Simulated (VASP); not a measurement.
# SiMo5 (P-3m1) in VASP: a series of runs

SiMo5 is run at these levels: PBE; tasks: single point.

Everything below comes from runs of VASP 6.6.1. Logs are shortened: lines on timing, memory, paths and dates and some standing lists are left out, and cuts for length are marked.

## Step 1: The cell of the first run

Symmetry: P-3m1, No. 164, trigonal system. Conventional cell: a = 4.427 Å, b = 4.427 Å, c = 5.366 Å, α = 90.00°, β = 90.00°, γ = 120.00°. Si (site symmetry -3m) has 14 Mo at 2.68 to 3.10 Å within 3.5 Å. Mo (site symmetry 3m) has 11 Mo at 2.67 to 3.13 Å and 3 Si at 2.71 Å within 3.5 Å. Mo (site symmetry 3m) has 11 Mo at 2.67 to 3.15 Å and 3 Si at 3.10 Å within 3.5 Å. Mo (site symmetry -3m) has 2 Si at 2.68 Å and 12 Mo at 2.72 to 3.11 Å within 3.5 Å.

## Step 2: Single point, PBE

INCAR

```
SYSTEM = SiMo5
ALGO = Normal ; EDIFF = 1E-6
ENCUT = 500 ; GGA = PE
GGA_COMPAT = .False. ; ISIF = 2
ISMEAR = 0 ; LASPH = .True.
LCHARG = .True. ; LELF = .True.
LREAL = .False. ; LVHAR = .True.
LWAVE = .False. ; NBANDS = 46
NELM = 120 ; PREC = Accurate
SIGMA = 0.1
```

KPOINTS

```
k-points
0
Gamma
  12 12 6
  0 0 0
```

POSCAR

```
SiMo5
1.0
    4.4266194001      0.0000000000      0.0000000000
   -2.2133097000      3.8335648534      0.0000000000
    0.0000000000      0.0000000000      5.3659423236
Si Mo
1 5
Direct
    0.0000000000      0.0000000000      0.0000000000
    0.6666666667      0.3333333333      0.8310236590
    0.3333333333      0.6666666667      0.6714707248
    0.3333333333      0.6666666667      0.1689763410
    0.6666666667      0.3333333333      0.3285292752
    0.0000000000      0.0000000000      0.5000000000
```

Potentials or basis: VASP PAW PBE potentials, release 64 (Si, Mo_sv).

Started as:

```
> cat potpaw_PBE.64/Si/POTCAR potpaw_PBE.64/Mo_sv/POTCAR > POTCAR
> mpirun -np 1 vasp_std > vasp.out
```

OUTCAR:

```text
SYSTEM = SiMo5
   EDIFF = 1E-6
   ENCUT = 500
   GGA = PE
   ISIF = 2
   ISMEAR = 0
   LASPH = .True.
   LREAL = .False.
   NELM = 120
   PREC = Accurate

 ion  position               nearest neighbor table
   1  0.000  0.000  0.000-   6 2.68   6 2.68   2 2.71   4 2.71   4 2.71   2 2.71   2 2.71   4 2.71
                             3 3.10   5 3.10   5 3.10   3 3.10   3 3.10   5 3.10
   2  0.667  0.333  0.831-   5 2.67   3 2.70   3 2.70   3 2.70   5 2.70   1 2.71   1 2.71   1 2.71
                             6 3.11   6 3.11   6 3.11   4 3.13   4 3.13   4 3.13
   3  0.333  0.667  0.671-   4 2.67   2 2.70   2 2.70   2 2.70   4 2.70   6 2.72   6 2.72   6 2.72
                             1 3.10   1 3.10   1 3.10   5 3.15   5 3.15   5 3.15
   4  0.333  0.667  0.169-   3 2.67   5 2.70   5 2.70   5 2.70   3 2.70   1 2.71   1 2.71   1 2.71
                             6 3.11   6 3.11   6 3.11   2 3.13   2 3.13   2 3.13
   5  0.667  0.333  0.329-   2 2.67   4 2.70   4 2.70   4 2.70   2 2.70   6 2.72   6 2.72   6 2.72
                             1 3.10   1 3.10   1 3.10   3 3.15   3 3.15   3 3.15
   6  0.000  0.000  0.500-   1 2.68   1 2.68   5 2.72   3 2.72   3 2.72   5 2.72   5 2.72   3 2.72
                             2 3.11   4 3.11   4 3.11   2 3.11   2 3.11   4 3.11

  LATTYP: Found a hexagonal cell.
 ALAT       =     4.4266194001
 C/A-ratio  =     1.2121987094

  Lattice vectors:

 A1 = (   4.4266194001,   0.0000000000,   0.0000000000)
 A2 = (  -2.2133097000,   3.8335648534,   0.0000000000)
 A3 = (   0.0000000000,   0.0000000000,   5.3659423236)

Analysis of symmetry for initial positions (statically):
=====================================================================
 Subroutine PRICEL returns:
 Original cell was already a primitive cell.

 Routine SETGRP: Setting up the symmetry group for a
 hexagonal supercell.

 Subroutine GETGRP returns: Found 12 space group operations
 (whereof 12 operations were pure point group operations)
 out of a pool of 24 trial point group operations.

The static configuration has the point symmetry D_3d.

Analysis of symmetry for dynamics (positions and initial velocities):
=====================================================================
 Subroutine PRICEL returns:
 Original cell was already a primitive cell.

 Routine SETGRP: Setting up the symmetry group for a
 hexagonal supercell.

 Subroutine GETGRP returns: Found 12 space group operations
 (whereof 12 operations were pure point group operations)
 out of a pool of 24 trial point group operations.

The dynamic configuration has the point symmetry D_3d.

 Subroutine INISYM returns: Found 12 space group operations
 (whereof 12 operations are pure point group operations),
 and found     1 'primitive' translations

----------------------------------------------------------------------------------------

                                     Primitive cell

  volume of cell :      91.0586

  direct lattice vectors                    reciprocal lattice vectors
     4.426619400  0.000000000  0.000000000     0.225906027  0.130426905  0.000000000
    -2.213309700  3.833564853  0.000000000     0.000000000  0.260853811  0.000000000
     0.000000000  0.000000000  5.365942324     0.000000000  0.000000000  0.186360557

  length of vectors
     4.426619400  4.426619400  5.365942324     0.260853811  0.260853811  0.186360557

  position of ions in fractional coordinates (direct lattice)
     0.000000000  0.000000000  0.000000000
     0.666666667  0.333333333  0.831023659
     0.333333333  0.666666667  0.671470725
     0.333333333  0.666666667  0.168976341
     0.666666667  0.333333333  0.328529275
     0.000000000  0.000000000  0.500000000

  ion indices of the primitive-cell ions
   primitive index   ion index
                 1           1
                 2           2
                 3           3
                 4           4
                 5           5
                 6           6

----------------------------------------------------------------------------------------

 KPOINTS: k-points

Automatic generation of k-mesh.
 Grid dimensions read from file:
 generate k-points for:   12   12    6

 Generating k-lattice:

  Cartesian coordinates                     Fractional coordinates (reciprocal lattice)
     0.018825502  0.010868909  0.000000000     0.083333333  0.000000000  0.000000000
     0.000000000  0.021737818  0.000000000     0.000000000  0.083333333  0.000000000
     0.000000000  0.000000000  0.031060093     0.000000000  0.000000000  0.166666667

  Length of vectors
     0.021737818  0.021737818  0.031060093

  Shift w.r.t. Gamma in fractional coordinates (k-lattice)
     0.000000000  0.000000000  0.000000000

 Subroutine IBZKPT returns following result:
 ===========================================

 Found    100 irreducible k-points:

 Following reciprocal coordinates:
            Coordinates               Weight
  0.000000  0.000000  0.000000      1.000000
  0.083333  0.000000  0.000000      6.000000
  0.166667  0.000000  0.000000      6.000000
  0.250000  0.000000  0.000000      6.000000
  0.333333  0.000000  0.000000      6.000000
  0.416667  0.000000  0.000000      6.000000
[... 16 lines left out ...]
  0.166667  0.000000  0.166667      6.000000
  0.000000  0.166667  0.166667      6.000000
 [... further k-points ...]
   k-points           NKPTS =    100   k-points in BZ     NKDIM =    100   number of bands    NBANDS=     46
   number of dos      NEDOS =    301   number of ions     NIONS =      6
   total plane-waves  NPLWV =  40960
   dimension x,y,z NGX =    32 NGY =   32 NGZ =   40
   dimension x,y,z NGXF=    64 NGYF=   64 NGZF=   80
   ions per type =               1   5
   NGX,Y,Z   is equivalent  to a cutoff of  12.02, 12.02, 12.39 a.u.
   NGXF,Y,Z  is equivalent  to a cutoff of  24.04, 24.04, 24.79 a.u.
 SYSTEM =  SiMo5
   PREC   = accura    normal or accurate (medium, high low for compatibility)
   ISTART =      0    job   : 0-new  1-cont  2-samecut
   ICHARG =      2    charge: 1-file 2-atom 10-const
   ISPIN  =      1    spin polarized calculation?
   LNONCOLLINEAR =      F non collinear calculations
   LSORBIT =      F    spin-orbit coupling
   LASPH  =      T    aspherical Exc in radial PAW
   ENCUT  =  500.0 eV  36.75 Ry    6.06 a.u.   8.07  8.07  9.78*2*pi/ulx,y,z
   NELM   =    120;   NELMIN=  2; NELMDL= -5     # of ELM steps
   EDIFF  = 0.1E-05   stopping-criterion for ELM
   LREAL  =      F    real-space projection
[... 7 lines left out ...]
   TEBEG  =    0.0;   TEEND  =   0.0 temperature during run
   PSTRESS=    0.0 pullay stress
   NELECT =      74.0000    total number of electrons
   NUPDOWN=      -1.0000    fix difference up-down
   EMIN   =  10.00;   EMAX   =-10.00  energy-range for DOS
   EFERMI =   0.00;   METHOD = LEGACY
   ISMEAR =     0;   SIGMA  =   0.10  broadening in eV -4-tet -1-fermi 0-gaus
   EFERMI_NEDOS =   21; number of points for ismear=-14 and -15
   IALGO  =     38    algorithm
   IMIX   =      4    mixing-type and parameters
     AMIX     =   0.40;   BMIX     =  1.00
     AMIX_MAG =   1.60;   BMIX_MAG =  1.00
  volume/ion in A,a.u.               =      15.18       102.42
  Fermi-wavevector in a.u.,A,eV,Ry     =   1.527725  2.886981 31.755215  2.333942
  Thomas-Fermi vector in A             =   2.635581
   LORBIT       =      0    0 simple, 1 ext, 2 COOP (PROOUT), +10 PAW based schemes
   GGA     = PE    functional components
   LHFCALC =     F    Hartree Fock is set to
   AEXX    =    0.0000 exact exchange contribution
   IVDW    =     0    specifies the selected vdW correction
   LEPSILON=     F    determine dielectric tensor
   LRPA    =     F    only Hartree local field effects (RPA)
 non-spin polarized calculation
 Gauss-broadening in eV      SIGMA  =   0.10
  energy-cutoff  :      500.00
  volume of cell :       91.06
 maximum number of plane-waves:      2330
   NGX = 17   NGY = 17   NGZ = 19

 number of electron      74.0000000 magnetization

 Free energy of the ion-electron system (eV)
  ---------------------------------------------------
  ext. energy  EPLUGINS =         0.00000000
  ---------------------------------------------------
  free energy    TOTEN  =       -60.55441475 eV

  energy without entropy =      -60.53707995  energy(sigma->0) =      -60.54574735

 E-fermi :  12.3444     XC(G=0): -13.1301

 val. band max:       12.3422004048   @ k =   0.3333   0.0833   0.5000
 cond. band min:      12.3479988434   @ k =   0.4167   0.1667   0.5000
 fundamental gap:      0.0057984386
 Fermi energy:        12.3444382950

 k-point     1 :       0.0000    0.0000    0.0000
  band No.  band energies     occupation
      1     -48.8190      2.00000
      2     -48.6684      2.00000
      3     -48.4591      2.00000
      4     -48.3602      2.00000
      5     -48.3169      2.00000
      6     -23.2947      2.00000
[... 38 lines left out ...]
     45      15.6643      0.00000
     46      15.6774      0.00000

 k-point     2 :       0.0833    0.0000    0.0000
  band No.  band energies     occupation
      1     -48.8143      2.00000
      2     -48.6684      2.00000
      3     -48.4609      2.00000
      4     -48.3613      2.00000
      5     -48.3191      2.00000
      6     -23.3043      2.00000
[... 38 lines left out ...]
     45      15.2753      0.00000
     46      15.4397      0.00000

 k-point     3 :       0.1667    0.0000    0.0000
  band No.  band energies     occupation
      1     -48.8008      2.00000
      2     -48.6685      2.00000
      3     -48.4659      2.00000
      4     -48.3640      2.00000
      5     -48.3253      2.00000
      6     -23.3349      2.00000
[... 38 lines left out ...]
     45      14.8455      0.00000
     46      15.0133      0.00000

 k-point     4 :       0.2500    0.0000    0.0000
  band No.  band energies     occupation
      1     -48.7802      2.00000
      2     -48.6700      2.00000
      3     -48.4740      2.00000
      4     -48.3673      2.00000
      5     -48.3340      2.00000
      6     -23.3805      2.00000
[... 920 lines left out ...]
     45      14.9562      0.00000
     46      15.5484      0.00000

 k-point    23 :       0.1667    0.0000    0.1667
  band No.  band energies     occupation
      1     -48.7932      2.00000
      2     -48.6734      2.00000
      3     -48.4633      2.00000
      4     -48.3653      2.00000
      5     -48.3299      2.00000
      6     -23.2672      2.00000
[... 38 lines left out ...]
     45      14.8384      0.00000
     46      14.9864      0.00000

 k-point    24 :       0.0000    0.1667    0.1667
  band No.  band energies     occupation
      1     -48.7935      2.00000
      2     -48.6728      2.00000
      3     -48.4640      2.00000
      4     -48.3650      2.00000
      5     -48.3297      2.00000
      6     -23.2907      2.00000
[... 38 lines left out ...]
     45      14.7900      0.00000
     46      15.2544      0.00000

 [... further k-points ...]
[... 5 lines left out ...]
  --------------------------------------------------------------------------------------
  -------------------------------------------------------------------------------------
  Total        0.2574837      0.2574837      0.2592450      0.0000000      0.0000000      0.0000000
  in kB        4.5304281      4.5304281      4.5614184      0.0000000      0.0000000      0.0000000
  external PRESSURE =       4.5407582 kB  Pullay stress =       0.0000000 kB

 VOLUME and BASIS-vectors are now :
 -----------------------------------------------------------------------------
  energy-cutoff  :      500.00
  volume of cell :       91.06
      direct lattice vectors                 reciprocal lattice vectors
     4.426619400  0.000000000  0.000000000     0.225906027  0.130426905  0.000000000
    -2.213309700  3.833564853  0.000000000     0.000000000  0.260853811  0.000000000
     0.000000000  0.000000000  5.365942324     0.000000000  0.000000000  0.186360557

 POSITION                                       TOTAL-FORCE (eV/Angst)
 -----------------------------------------------------------------------------------
      0.00000      0.00000      0.00000         0.000000      0.000000      0.000000
      2.21331      1.27785      4.45923        -0.000000      0.000000      0.003856
     -0.00000      2.55571      3.60307         0.000000      0.000000     -0.003969
     -0.00000      2.55571      0.90672         0.000000      0.000000     -0.003856
      2.21331      1.27785      1.76287        -0.000000     -0.000000      0.003969
      0.00000      0.00000      2.68297         0.000000      0.000000      0.000000
 -----------------------------------------------------------------------------------
    total drift:                               -0.000000      0.000000     -0.000000

  FREE ENERGIE OF THE ION-ELECTRON SYSTEM (eV)
  ---------------------------------------------------
  free  energy   TOTEN  =       -60.5544147472 eV

  energy  without entropy=      -60.5370799481  energy(sigma->0) =      -60.54574735
```

Wall time 7 min (1 thread of Oxide Virtual Turin-like, shared host); peak memory 0.36 GiB.

Results:

* Free energy: -60.5544 eV
* Pressure: 0.5 GPa
* Largest force: 0.004 eV/Å
* Band gap on the k mesh: zero (bands 37 and 38 overlap by 1.06 eV)

Forces in eV/Å, atoms in the order of the input:
```
Si   0.000  0.000  0.000
Mo   0.000  0.000  0.004
Mo   0.000  0.000 -0.004
Mo   0.000  0.000 -0.004
Mo   0.000  0.000  0.004
Mo   0.000  0.000  0.000
```

## Step 3: Single point, PBE (15.63 Å³/atom)

This run uses another cell than the first one, of 15.63 Å³/atom.

INCAR

```
SYSTEM = SiMo5
  ALGO = Normal
  EDIFF = 1E-6
  ENCUT = 500
  GGA = PE
  GGA_COMPAT = .FALSE.
  ISIF = 2
  ISMEAR = 0
  LASPH = .TRUE.
  LCHARG = .TRUE.
  LELF = .TRUE.
  LREAL = .FALSE.
  LVHAR = .TRUE.
  LWAVE = .FALSE.
  NBANDS = 46
  NELM = 120
  PREC = Accurate
  SIGMA = 0.1
```

KPOINTS

```
k-points
0
G
  12 12 6
  0 0 0
```

POSCAR

```
SiMo5
1.0
    4.4706496841      0.0000000000      0.0000000000
   -2.2353248420      3.8716961978      0.0000000000
    0.0000000000      0.0000000000      5.4185902407
Si Mo
1 5
Direct
    0.0000000000      0.0000000000      0.0000000000
    0.6666666667      0.3333333333      0.8305204894
    0.3333333333      0.6666666667      0.6714491657
    0.3333333333      0.6666666667      0.1694795106
    0.6666666667      0.3333333333      0.3285508343
    0.0000000000      0.0000000000      0.5000000000
```

Potentials or basis: VASP PAW PBE potentials, release 64 (Si, Mo_sv).

Started as:

```
> cat potpaw_PBE.64/Si/POTCAR potpaw_PBE.64/Mo_sv/POTCAR > POTCAR
> mpirun -np 1 vasp_std > vasp.out
```

Wall time 14 min (1 thread of Oxide Virtual Turin-like, shared host); peak memory 0.38 GiB.

It converged, with:

| Item | Value |
| --- | --- |
| Free energy | -60.5027 eV |
| Pressure | -6.4 GPa |
| Largest force | 0.004 eV/Å |
| Band gap on the k mesh | zero (bands 37 and 38 overlap by 1.05 eV) |

Forces on the atoms (eV/Å):
```
Si   0.000  0.000  0.000
Mo   0.000  0.000  0.003
Mo   0.000  0.000 -0.004
Mo   0.000  0.000 -0.003
Mo   0.000  0.000  0.004
Mo   0.000  0.000  0.000
```

Levels at points of the mesh, in eV from the Fermi level:
| k point | band 35 | band 36 | band 37 | band 38 | band 39 | band 40 |
| --- | --- | --- | --- | --- | --- | --- |
| (0.00, 0.00, 0.00) | -1.56 | 0.36 | 0.36 | 0.62 | 1.91 | 1.91 |
| (0.50, 0.00, 0.00) | -0.65 | -0.47 | -0.42 | -0.10 | 1.15 | 1.36 |
| (0.00, 0.00, 0.50) | -0.72 | -0.02 | 0.29 | 0.29 | 0.55 | 1.50 |
| (0.50, 0.00, 0.50) | -1.38 | -0.55 | -0.53 | -0.34 | 0.95 | 1.08 |

Caveat: the cell stands under tension.

## Step 4: Single point, PBE (16.09 Å³/atom)

This run uses another cell than the first one, of 16.09 Å³/atom.

INCAR

```
SYSTEM = SiMo5
ALGO = Normal
EDIFF = 1E-6
ENCUT = 500
GGA = PE
GGA_COMPAT = .False.
ISIF = 2
ISMEAR = 0
LASPH = .True.
LCHARG = .True.
LELF = .True.
LREAL = .False.
LVHAR = .True.
LWAVE = .False.
NBANDS = 46
NELM = 120
PREC = Accurate
SIGMA = 0.1
```

KPOINTS

```
k-points
0
Gamma
  12 12 6
  0 0 0
```

POSCAR

```
SiMo5
1.0
    4.5140286365      0.0000000000      0.0000000000
   -2.2570143182      3.9092634727      0.0000000000
    0.0000000000      0.0000000000      5.4697516993
Si Mo
1 5
Direct
    0.0000000000      0.0000000000      0.0000000000
    0.6666666667      0.3333333333      0.8299309968
    0.3333333333      0.6666666667      0.6713682218
    0.3333333333      0.6666666667      0.1700690032
    0.6666666667      0.3333333333      0.3286317782
    0.0000000000      0.0000000000      0.5000000000
```

Started as:

```
> cat potpaw_PBE.64/Si/POTCAR potpaw_PBE.64/Mo_sv/POTCAR > POTCAR
> mpirun -np 1 vasp_std > vasp.out
```

Run time: 16 min. Hardware: 1 thread of Oxide Virtual Turin-like, shared host; peak memory 0.39 GiB.

Results (log left out):

* Free energy: -60.3423 eV
* Pressure: -12.3 GPa
* Band gap on the k mesh: zero (bands 37 and 38 overlap by 1.04 eV)

Forces on the atoms (eV/Å):
```
Si   0.000  0.000  0.000
Mo   0.000  0.000  0.003
Mo   0.000  0.000 -0.003
Mo   0.000  0.000 -0.003
Mo   0.000  0.000  0.003
Mo   0.000  0.000  0.000
```

Levels at points of the mesh, in eV from the Fermi level:
```
           k point  band 35  band 36  band 37  band 38  band 39  band 40
(0.00, 0.00, 0.00)    -1.52     0.36     0.36     0.60     1.84     1.84
(0.50, 0.00, 0.00)    -0.66    -0.44    -0.44    -0.08     1.12     1.28
(0.00, 0.00, 0.50)    -0.70    -0.04     0.28     0.28     0.51     1.45
(0.50, 0.00, 0.50)    -1.35    -0.53    -0.52    -0.31     0.91     1.04
```

Caveat: the cell stands under tension.

## Step 5: Summary

```csv
cell,gap on the mesh (eV),pressure (GPa)
"a = 4.427, b = 4.427, c = 5.366 Å, angles 90.0, 90.0, 120.0°, 6 atoms, atomic positions A",none,0.5
"a = 4.471, b = 4.471, c = 5.419 Å, angles 90.0, 90.0, 120.0°, 6 atoms, atomic positions B",none,-6.4
"a = 4.514, b = 4.514, c = 5.470 Å, angles 90.0, 90.0, 120.0°, 6 atoms, atomic positions C",none,-12.3
```

Alike in all rows: task single point; level PBE; potentials or basis VASP PAW PBE potentials, release 64 (Si, Mo_sv); no spin polarisation; k mesh 12 × 12 × 6; cutoff (eV) 500; smearing gaussian 0.1 eV.

Caveats: the cell stands under tension (at least some runs).

Absolute energies hang on the potentials; compare differences alone.
